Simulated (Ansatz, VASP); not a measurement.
This is a calculation of SiF for Ansatz 0.2.0.

Contents of input.yaml:

```yaml
crystal:
  lattice:
    - [1.3648537241, 0.7879975737, 3.9747668618]
    - [-1.3648537241, 0.7879975737, 3.9747668618]
    - [0.0, -1.5759951474, 3.9747668618]
  atoms:
    - { symbol: Si, position: [0.5, 0.5, 0.5] }
    - { symbol: F, position: [0.0, 0.0, 0.0] }
hamiltonian:
  xc: r2scan0
  pseudopotentials: { kind: paw }
kpoints:
  mp_grid: { grid: [6, 6, 6] }
scf:
  occupations: { method: fermi_dirac, width: 0.05 }
output:
  forces: true
  stress: true
  eigenvalues: true
```

Potentials or basis: Ansatz PAW.

Run with:

```sh
$ ansatz run input.yaml --threads 2 --pin off --max-ram 5632MiB --backend cpu --events-out ev --progress --plain --runs-dir out
```

**Question.** Translate it to VASP 6.6.1. Potentials there: VASP PAW PBE potentials, release 64 (Si, F).

**Answer.** As run (the cutoff follows the program's own potentials):

Contents of POSCAR:

```
SiF
1.0
    1.3648537241      0.7879975737      3.9747668618
   -1.3648537241      0.7879975737      3.9747668618
    0.0000000000     -1.5759951474      3.9747668618
Si F
1 1
Direct
    0.5000000000      0.5000000000      0.5000000000
    0.0000000000      0.0000000000      0.0000000000
```

Contents of INCAR.step1:

```
SYSTEM = SiF
PREC = Accurate ; ENCUT = 520
EDIFF = 1E-5 ; ISMEAR = -1
SIGMA = 0.05 ; LREAL = .FALSE.
LASPH = .TRUE. ; NELM = 60
ALGO = Normal ; ISIF = 2
LWAVE = .TRUE. ; LCHARG = .FALSE.
NBANDS = 12 ; GGA = PE
```

INCAR.step2

```
SYSTEM = SiF
PREC = Accurate ; ENCUT = 520
EDIFF = 1E-6 ; ISMEAR = -1
SIGMA = 0.05 ; LREAL = .FALSE.
LASPH = .TRUE. ; NELM = 60
ALGO = Normal ; ISIF = 2
LWAVE = .FALSE. ; LCHARG = .FALSE.
METAGGA = R2SCAN ; LHFCALC = .TRUE.
AEXX = 0.25 ; LMIXTAU = .TRUE.
PRECFOCK = Normal ; NBANDS = 12
ISTART = 1
```

The input KPOINTS:

```
Automatic mesh
0
G
  6 6 6
  0 0 0
```

Potentials or basis: VASP PAW PBE potentials, release 64 (Si, F).

Run with:

```sh
$ cat potpaw_PBE.64/Si/POTCAR potpaw_PBE.64/F/POTCAR > POTCAR
$ cp INCAR.step1 INCAR
$ mpirun -np 1 vasp_std > vasp.out
$ cp INCAR.step2 INCAR
$ mpirun -np 1 vasp_std > vasp.out
```

Both were run:

|  | VASP | Ansatz | Ansatz less VASP |
| --- | --- | --- | --- |
| gap on the k mesh at the Fermi level (eV) | none | none | - |
| pressure (GPa) | -8.7 | -8.4 | +0.35 |
| traceless stress, the component that is largest in VASP (GPa) | -1.19 | -1.23 | -0.039 |

VASP's potentials were made for PBE, not for r2SCAN0. A gap of «none» marks a metal or a gap that the smearing closes. With one functional, cell and mesh, what is left measures potentials, basis and numerics.

The k mesh is coarse, so the values compare programs but aren't converged.
